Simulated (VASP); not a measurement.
# InCu3O3 (P6_3/mcm) in VASP: notebook

Runs on InCu3O3. Level: PBE. Tasks: single point, relaxation of cell and atoms.

Everything below comes from runs of VASP 6.6.1. Logs are shortened: lines on timing, memory, paths and dates and some standing lists are left out, and cuts for length are marked.

### 1 The cell of the first run

It takes space group P6_3/mcm (No. 193, hexagonal). Conventional cell: a = 5.983 Å, b = 5.983 Å, c = 5.777 Å, α = 90.00°, β = 90.00°, γ = 120.00°. Within 3.0 Å of In (site symmetry -3m) lie 6 O at 2.26 Å and 2 In at 2.89 Å and 6 Cu at 2.99 Å. Within 2.5 Å of Cu (site symmetry 2/m) lie 2 O at 1.91 Å. O (site symmetry m2m) has 2 Cu at 1.91 Å and 2 In at 2.26 Å within 2.5 Å.

### 2 Single point, PBE

The input, INCAR:

```
PREC = Accurate
ENCUT = 520
EDIFF = 1E-6
ISMEAR = 0
SIGMA = 0.1
LREAL = False
LASPH = True
NELM = 60
ALGO = Normal
ISIF = 2
LWAVE = False
LCHARG = False
GGA = PE
NBANDS = 77
```

The input, KPOINTS:

```
Automatic mesh
0
Gamma
  6 6 6
```

The input, POSCAR:

```
InCu3O3
1.0
    5.9826788151      0.0000000000      0.0000000000
   -2.9913394076      5.1811518365      0.0000000000
    0.0000000000      0.0000000000      5.7774424595
In Cu O
2 6 6
Direct
    0.0000000000      0.0000000000      0.0000000000
    0.0000000000      0.0000000000      0.5000000000
    0.0000000000      0.5000000000      0.0000000000
    0.0000000000      0.5000000000      0.5000000000
    0.5000000000      0.5000000000      0.0000000000
    0.5000000000      0.5000000000      0.5000000000
    0.5000000000      0.0000000000      0.0000000000
    0.5000000000      0.0000000000      0.5000000000
    0.0000000000      0.7098804885      0.7500000000
    0.0000000000      0.2901195115      0.2500000000
    0.2901195115      0.2901195115      0.7500000000
    0.7098804885      0.7098804885      0.2500000000
    0.7098804885      0.0000000000      0.7500000000
    0.2901195115      0.0000000000      0.2500000000
```

Potentials or basis: VASP PAW PBE potentials, release 64 (In_d, Cu, O).

On the command line:

```console
cat potpaw_PBE.64/In_d/POTCAR potpaw_PBE.64/Cu/POTCAR potpaw_PBE.64/O/POTCAR > POTCAR
mpirun -np 1 vasp_std > vasp.out
```

OUTCAR:

```text
PREC = Accurate
   ENCUT = 520
   EDIFF = 1E-6
   ISMEAR = 0
   LREAL = False
   LASPH = True
   NELM = 60
   ISIF = 2
   GGA = PE

 ion  position               nearest neighbor table
   1  0.000  0.000  0.000-  11 2.26  12 2.26   9 2.26  10 2.26  13 2.26  14 2.26   2 2.89   2 2.89
                             5 2.99   5 2.99   3 2.99   3 2.99   7 2.99   7 2.99
   2  0.000  0.000  0.500-  11 2.26  12 2.26   9 2.26  10 2.26  13 2.26  14 2.26   1 2.89   1 2.89
                             6 2.99   6 2.99   4 2.99   4 2.99   8 2.99   8 2.99
   3  0.000  0.500  0.000-   9 1.91  10 1.91   1 2.99   1 2.99
   4  0.000  0.500  0.500-   9 1.91  10 1.91   2 2.99   2 2.99
   5  0.500  0.500  0.000-  11 1.91  12 1.91   1 2.99   1 2.99
   6  0.500  0.500  0.500-  11 1.91  12 1.91   2 2.99   2 2.99
   7  0.500  0.000  0.000-  13 1.91  14 1.91   1 2.99   1 2.99
   8  0.500  0.000  0.500-  13 1.91  14 1.91   2 2.99   2 2.99
   9  0.000  0.710  0.750-   3 1.91   4 1.91   1 2.26   2 2.26
  10  0.000  0.290  0.250-   3 1.91   4 1.91   1 2.26   2 2.26
  11  0.290  0.290  0.750-   5 1.91   6 1.91   1 2.26   2 2.26
  12  0.710  0.710  0.250-   5 1.91   6 1.91   1 2.26   2 2.26
  13  0.710  0.000  0.750-   7 1.91   8 1.91   1 2.26   2 2.26
  14  0.290  0.000  0.250-   7 1.91   8 1.91   1 2.26   2 2.26

  LATTYP: Found a hexagonal cell.
 ALAT       =     5.9826788151
 C/A-ratio  =     0.9656949066

  Lattice vectors:

 A1 = (   5.9826788151,   0.0000000000,   0.0000000000)
 A2 = (  -2.9913394076,   5.1811518365,   0.0000000000)
 A3 = (   0.0000000000,   0.0000000000,   5.7774424595)

Analysis of symmetry for initial positions (statically):
=====================================================================
 Subroutine PRICEL returns:
 Original cell was already a primitive cell.

 Routine SETGRP: Setting up the symmetry group for a
 hexagonal supercell.

 Subroutine GETGRP returns: Found 24 space group operations
 (whereof 12 operations were pure point group operations)
 out of a pool of 24 trial point group operations.

The static configuration has the point symmetry D_3d.
 The point group associated with its full space group is D_6h.

Analysis of symmetry for dynamics (positions and initial velocities):
=====================================================================
 Subroutine PRICEL returns:
 Original cell was already a primitive cell.

 Routine SETGRP: Setting up the symmetry group for a
 hexagonal supercell.

 Subroutine GETGRP returns: Found 24 space group operations
 (whereof 12 operations were pure point group operations)
 out of a pool of 24 trial point group operations.

The dynamic configuration has the point symmetry D_3d.
 The point group associated with its full space group is D_6h.

 Subroutine INISYM returns: Found 24 space group operations
 (whereof 12 operations are pure point group operations),
 and found     1 'primitive' translations

----------------------------------------------------------------------------------------

                                     Primitive cell

  volume of cell :     179.0844

  direct lattice vectors                    reciprocal lattice vectors
     5.982678815  0.000000000  0.000000000     0.167149204  0.096503638  0.000000000
    -2.991339408  5.181151836  0.000000000     0.000000000  0.193007276  0.000000000
     0.000000000  0.000000000  5.777442459     0.000000000  0.000000000  0.173086968

  length of vectors
     5.982678815  5.982678815  5.777442459     0.193007276  0.193007276  0.173086968

  position of ions in fractional coordinates (direct lattice)
     0.000000000  0.000000000  0.000000000
     0.000000000  0.000000000  0.500000000
     0.000000000  0.500000000  0.000000000
     0.000000000  0.500000000  0.500000000
     0.500000000  0.500000000  0.000000000
     0.500000000  0.500000000  0.500000000
     0.500000000  0.000000000  0.000000000
     0.500000000  0.000000000  0.500000000
     0.000000000  0.709880488  0.750000000
     0.000000000  0.290119512  0.250000000
     0.290119512  0.290119512  0.750000000
     0.709880488  0.709880488  0.250000000
     0.709880488  0.000000000  0.750000000
     0.290119512  0.000000000  0.250000000

  ion indices of the primitive-cell ions
   primitive index   ion index
                 1           1
                 2           2
                 3           3
                 4           4
                 5           5
                 6           6
                 7           7
                 8           8
                 9           9
                10          10
                11          11
                12          12
                13          13
                14          14

----------------------------------------------------------------------------------------

 KPOINTS: Automatic mesh

Automatic generation of k-mesh.
 Grid dimensions read from file:
 generate k-points for:    6    6    6

 Generating k-lattice:

  Cartesian coordinates                     Fractional coordinates (reciprocal lattice)
     0.027858201  0.016083940  0.000000000     0.166666667  0.000000000  0.000000000
     0.000000000  0.032167879  0.000000000     0.000000000  0.166666667  0.000000000
     0.000000000  0.000000000  0.028847828     0.000000000  0.000000000  0.166666667

  Length of vectors
     0.032167879  0.032167879  0.028847828

  Shift w.r.t. Gamma in fractional coordinates (k-lattice)
     0.000000000  0.000000000  0.000000000

 Subroutine IBZKPT returns following result:
 ===========================================

 Found     28 irreducible k-points:

 Following reciprocal coordinates:
            Coordinates               Weight
  0.000000  0.000000  0.000000      1.000000
  0.166667 -0.000000  0.000000      6.000000
  0.333333 -0.000000  0.000000      6.000000
  0.500000  0.000000  0.000000      3.000000
  0.166667  0.166667  0.000000      6.000000
  0.333333  0.166667  0.000000     12.000000
[... 16 lines left out ...]
  0.166667 -0.000000  0.500000      6.000000
  0.333333 -0.000000  0.500000      6.000000
 [... further k-points ...]
   k-points           NKPTS =     28   k-points in BZ     NKDIM =     28   number of bands    NBANDS=     77
   number of dos      NEDOS =    301   number of ions     NIONS =     14
   total plane-waves  NPLWV = 110592
   dimension x,y,z NGX =    48 NGY =   48 NGZ =   48
   dimension x,y,z NGXF=    96 NGYF=   96 NGZF=   96
   ions per type =               2   6   6
   NGX,Y,Z   is equivalent  to a cutoff of  13.34, 13.34, 13.81 a.u.
   NGXF,Y,Z  is equivalent  to a cutoff of  26.68, 26.68, 27.62 a.u.
 SYSTEM =  unknown system
   PREC   = accura    normal or accurate (medium, high low for compatibility)
   ISTART =      0    job   : 0-new  1-cont  2-samecut
   ICHARG =      2    charge: 1-file 2-atom 10-const
   ISPIN  =      1    spin polarized calculation?
   LNONCOLLINEAR =      F non collinear calculations
   LSORBIT =      F    spin-orbit coupling
   LASPH  =      T    aspherical Exc in radial PAW
   ENCUT  =  520.0 eV  38.22 Ry    6.18 a.u.  11.12 11.12 10.74*2*pi/ulx,y,z
   NELM   =     60;   NELMIN=  2; NELMDL= -5     # of ELM steps
   EDIFF  = 0.1E-05   stopping-criterion for ELM
   LREAL  =      F    real-space projection
   EDIFFG = 0.1E-04   stopping-criterion for IOM
   NSW    =      0    number of steps for IOM
   IBRION =     -1    ionic relax: 0-MD 1-quasi-New 2-CG
   NFREE  =      0    steps in history (QN), initial steepest desc. (CG)
   ISIF   =      2    stress and relaxation
   ISYM   =      2    0-nonsym 1-usesym 2-fastsym
   POTIM  = 0.5000    time-step for ionic-motion
   TEBEG  =    0.0;   TEEND  =   0.0 temperature during run
   PSTRESS=    0.0 pullay stress
   NELECT =     128.0000    total number of electrons
   NUPDOWN=      -1.0000    fix difference up-down
   EMIN   =  10.00;   EMAX   =-10.00  energy-range for DOS
   EFERMI =   0.00;   METHOD = LEGACY
   ISMEAR =     0;   SIGMA  =   0.10  broadening in eV -4-tet -1-fermi 0-gaus
   EFERMI_NEDOS =   21; number of points for ismear=-14 and -15
   IALGO  =     38    algorithm
   IMIX   =      4    mixing-type and parameters
     AMIX     =   0.40;   BMIX     =  1.00
     AMIX_MAG =   1.60;   BMIX_MAG =  1.00
  volume/ion in A,a.u.               =      12.79        86.32
  Fermi-wavevector in a.u.,A,eV,Ry     =   1.463723  2.766036 29.150284  2.142485
  Thomas-Fermi vector in A             =   2.579784
   LORBIT       =      0    0 simple, 1 ext, 2 COOP (PROOUT), +10 PAW based schemes
   GGA     = PE    functional components
   LHFCALC =     F    Hartree Fock is set to
   AEXX    =    0.0000 exact exchange contribution
   IVDW    =     0    specifies the selected vdW correction
   LEPSILON=     F    determine dielectric tensor
   LRPA    =     F    only Hartree local field effects (RPA)
 non-spin polarized calculation
 Gauss-broadening in eV      SIGMA  =   0.10
  energy-cutoff  :      520.00
  volume of cell :      179.08
 maximum number of plane-waves:      4860
 NGX is ok and might be reduce to    48
   NGX = 23   NGY = 23   NGZ = 21

 number of electron     127.9999989 magnetization

 Free energy of the ion-electron system (eV)
  ---------------------------------------------------
  ext. energy  EPLUGINS =         0.00000000
  ---------------------------------------------------
  free energy    TOTEN  =       -64.74199154 eV

  energy without entropy =      -64.73516755  energy(sigma->0) =      -64.73857955

 E-fermi :   5.6140     XC(G=0): -11.1698

 val. band max:        5.5763644446   @ k =   0.0000   0.0000   0.1667
 cond. band min:       5.6362090339   @ k =   0.1667  -0.0000   0.0000
 fundamental gap:      0.0598445893
 Fermi energy:         5.6140298092

 k-point     1 :       0.0000    0.0000    0.0000
  band No.  band energies     occupation
      1     -13.7148      2.00000
      2     -13.2994      2.00000
      3     -13.2994      2.00000
      4     -12.9511      2.00000
      5     -12.8041      2.00000
      6     -12.8041      2.00000
[... 68 lines left out ...]
     75      11.0291      0.00000
     76      11.6738      0.00000

 k-point     2 :       0.1667   -0.0000    0.0000
  band No.  band energies     occupation
      1     -13.6771      2.00000
      2     -13.2944      2.00000
      3     -13.2766      2.00000
      4     -12.9642      2.00000
      5     -12.8598      2.00000
      6     -12.8212      2.00000
[... 68 lines left out ...]
     75      11.3995      0.00000
     76      11.7753      0.00000

 k-point     3 :       0.3333   -0.0000    0.0000
  band No.  band energies     occupation
      1     -13.5886      2.00000
      2     -13.2680      2.00000
      3     -13.2135      2.00000
      4     -13.0161      2.00000
      5     -13.0004      2.00000
      6     -12.8465      2.00000
[... 1648 lines left out ...]
     75      11.7050      0.00000
     76      11.7103      0.00000

 k-point    24 :       0.3333   -0.0000    0.5000
  band No.  band energies     occupation
      1     -13.2933      2.00000
      2     -13.2933      2.00000
      3     -13.1077      2.00000
      4     -13.1077      2.00000
      5     -13.0820      2.00000
      6     -13.0820      2.00000
[... 68 lines left out ...]
     75      12.2257      0.00000
     76      12.2257      0.00000

 [... further k-points ...]

 [bands above 76 left out]

------------------------ aborting loop because EDIFF is reached ----------------------------------------

  FORCE on cell =-STRESS in cart. coord.  units (eV):
  Direction    XX          YY          ZZ          XY          YZ          ZX
  --------------------------------------------------------------------------------------
  -------------------------------------------------------------------------------------
  Total        0.3557275      0.3557275      0.8945025     -0.0000000      0.0000000      0.0000000
  in kB        3.1825142      3.1825142      8.0026623     -0.0000000      0.0000000      0.0000000
  external PRESSURE =       4.7892302 kB  Pullay stress =       0.0000000 kB

 VOLUME and BASIS-vectors are now :
 -----------------------------------------------------------------------------
  energy-cutoff  :      520.00
  volume of cell :      179.08
      direct lattice vectors                 reciprocal lattice vectors
     5.982678815  0.000000000  0.000000000     0.167149204  0.096503638  0.000000000
    -2.991339408  5.181151836  0.000000000     0.000000000  0.193007276  0.000000000
     0.000000000  0.000000000  5.777442459     0.000000000  0.000000000  0.173086968

 POSITION                                       TOTAL-FORCE (eV/Angst)
 -----------------------------------------------------------------------------------
      0.00000      0.00000      0.00000        -0.000000      0.000000      0.000000
      0.00000      0.00000      2.88872        -0.000000      0.000000      0.000000
     -1.49567      2.59058      0.00000        -0.000000      0.000000      0.000000
     -1.49567      2.59058      2.88872        -0.000000      0.000000      0.000000
      1.49567      2.59058      0.00000        -0.000000      0.000000      0.000000
      1.49567      2.59058      2.88872        -0.000000      0.000000      0.000000
      2.99134      0.00000      0.00000        -0.000000      0.000000      0.000000
      2.99134      0.00000      2.88872        -0.000000      0.000000      0.000000
     -2.12349      3.67800      4.33308        -0.030265      0.052421     -0.000000
     -0.86785      1.50315      1.44436         0.030265     -0.052421     -0.000000
      0.86785      1.50315      4.33308        -0.030265     -0.052421     -0.000000
      2.12349      3.67800      1.44436         0.030265      0.052421      0.000000
      4.24699      0.00000      4.33308         0.060531      0.000000      0.000000
      1.73569      0.00000      1.44436        -0.060531     -0.000000      0.000000
 -----------------------------------------------------------------------------------
    total drift:                                0.000000      0.000000      0.000000

  FREE ENERGIE OF THE ION-ELECTRON SYSTEM (eV)
  ---------------------------------------------------
  free  energy   TOTEN  =       -64.7419915441 eV

  energy  without entropy=      -64.7351675477  energy(sigma->0) =      -64.73857955
```

Wall time 7.3 min (1 thread of Intel Xeon Platinum 8488C (Sapphire Rapids), shared host); peak memory 0.49 GiB.

What came out:

```
Free energy            : -64.7420 eV
Pressure               : 0.5 GPa
Largest force          : 0.061 eV/Å
Band gap on the k mesh : zero (bands 64 and 65 overlap by 0.12 eV)
```

Forces in eV/Å, atoms in the order of the input:
```
In   0.000  0.000  0.000
In   0.000  0.000  0.000
Cu   0.000  0.000  0.000
Cu   0.000  0.000  0.000
Cu   0.000  0.000  0.000
Cu   0.000  0.000  0.000
Cu   0.000  0.000  0.000
Cu   0.000  0.000  0.000
O   -0.030  0.052  0.000
O    0.030 -0.052  0.000
O   -0.030 -0.052  0.000
O    0.030  0.052  0.000
O    0.061  0.000  0.000
O   -0.061  0.000  0.000
```

Stress tensor (GPa, compression positive):
```
0.32 0.00 0.00
0.00 0.32 0.00
0.00 0.00 0.80
```

Caveat: semilocal functionals underestimate gaps, and a narrow one can read as zero; spin-orbit coupling is left out, which moves the levels of the heavy elements. With open d or f shells a metallic result of PBE can be an artefact of self-interaction; +U or a hybrid may open a gap.

(Continued in part 2 of 2.)

The gap in the log of VASP goes by the Fermi energy; the results here count the filled bands.